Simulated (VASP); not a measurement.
Write the native input for VASP 6.6.1 that does the following.

| Item | Value |
| --- | --- |
| Task | relaxation of the atoms |
| Functional | PBE |
| Potentials or basis | VASP PAW PBE potentials, release 64 (Al, N) |
| Cutoff | 520 eV |
| k mesh | 9 × 9 × 6 |
| Occupations | gaussian, width 0.05 eV |
| Spin | no spin polarisation |
| Dipole correction | no |
| Further INCAR settings | ALGO = Normal; EDIFF = 1e-06; IBRION = 2; EDIFFG = -0.01; NSW = 50 |

The structure of AlN lies in POSCAR:

```
AlN
1.0
    3.2238000000      0.0000000000      0.0000000000
   -1.6119000000      2.7918926967      0.0000000000
    0.0000000000      0.0000000000      4.4149000000
Al N
2 2
Direct
    0.3333333333      0.6666666667      0.0017290859
    0.6666666667      0.3333333333      0.5017290859
    0.3333333333      0.6666666667      0.3832709141
    0.6666666667      0.3333333333      0.8832709141
```

One way to write it, as run:

INCAR

```
SYSTEM = AlN
  PREC = Accurate
  ENCUT = 520
  EDIFF = 1E-6
  ISMEAR = 0
  SIGMA = 0.05
  LREAL = .False.
  LASPH = .True.
  NELM = 60
  ALGO = Normal
  ISIF = 2
  LWAVE = .False.
  LCHARG = .False.
  GGA = PE
  IBRION = 2
  NSW = 50
  EDIFFG = -0.01
```

KPOINTS

```
Automatic mesh
0
Gamma
  9 9 6
  0 0 0
```

Potentials or basis: VASP PAW PBE potentials, release 64 (Al, N).

Command:

```console
$ cat potpaw_PBE.64/Al/POTCAR potpaw_PBE.64/N/POTCAR > POTCAR
$ mpirun -np 1 vasp_std > vasp.out
```

It gave:

The energy gained by relaxing is 176.6 meV/atom. The ionic steps are 5, the pressure after relaxing is 7.7 GPa and the largest force after relaxing is 0.005 eV/Å. The band gap on the k mesh is 3.54 eV, direct.

It took 2.3 min on 1 thread of AMD EPYC 7R13, with other jobs on the host, peak memory 0.13 GiB.
